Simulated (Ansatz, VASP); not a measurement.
# Y: VASP beside Ansatz

Contents of INCAR:

```
PREC = Accurate
ENCUT = 520
EDIFF = 1E-6
ISMEAR = -1
SIGMA = 0.08
LREAL = F
LASPH = T
NELM = 100
ALGO = Normal
ISIF = 2
LWAVE = F
LCHARG = F
GGA = PE
NBANDS = 18
```

Contents of KPOINTS:

```
regular mesh
0
Gamma
  14 14 14
```

POSCAR

```
Y
1.0
   -3.0515225870      3.0515225870      1.6842107240
    3.0515225870     -3.0515225870      1.6842107240
    3.0515225870      3.0515225870     -1.6842107240
Y
2
Direct
   -0.3750000000     -0.1250000000     -0.2500000000
    0.3750000000      0.1250000000      0.2500000000
```

Input for Ansatz:

```yaml
crystal:
  lattice:
    - [-3.051522587, 3.051522587, 1.684210724]
    - [3.051522587, -3.051522587, 1.684210724]
    - [3.051522587, 3.051522587, -1.684210724]
  atoms:
    - { symbol: "Y", position: [-0.375, -0.125, -0.25] }
    - { symbol: "Y", position: [0.375, 0.125, 0.25] }
kpoints:
  mp_grid: { grid: [14, 14, 14] }
scf:
  occupations: { method: fermi_dirac, width: 0.08 }
hamiltonian:
  xc: pbe
  pseudopotentials: { kind: paw }
output:
  forces: true
  stress: true
  eigenvalues: true
  populations: true
  write_density: true
  write_potential: true
  elf: true
  volumetric_format: npy
```

Change from the starting cell: volume scaled by 0.95, PAW files.

Alike in both runs: task single point; functional PBE; k mesh 14 × 14 × 14; occupations fermi-dirac, width 0.08 eV; no spin polarisation.

|  | VASP | Ansatz |
| --- | --- | --- |
| version | VASP 6.6.1 | Ansatz 0.2.0 |
| potentials or method | VASP PAW PBE potentials, release 64 (Y_sv) | PAW with Ansatz's default frozen-core files, scalar-relativistic |
| plane-wave cutoff (eV) | 520 | 420 |
| valence electrons in the cell | 22 | 22 |

VASP gave:

| Property | Result |
| --- | --- |
| pressure (GPa) | 1.7 |
| traceless stress, the component that is largest in VASP (GPa) | -0.05 |

Question: Estimate Ansatz's values.

Answer: Pressure (GPa): 1.8; traceless stress, the component that is largest in VASP (GPa): 0.00.
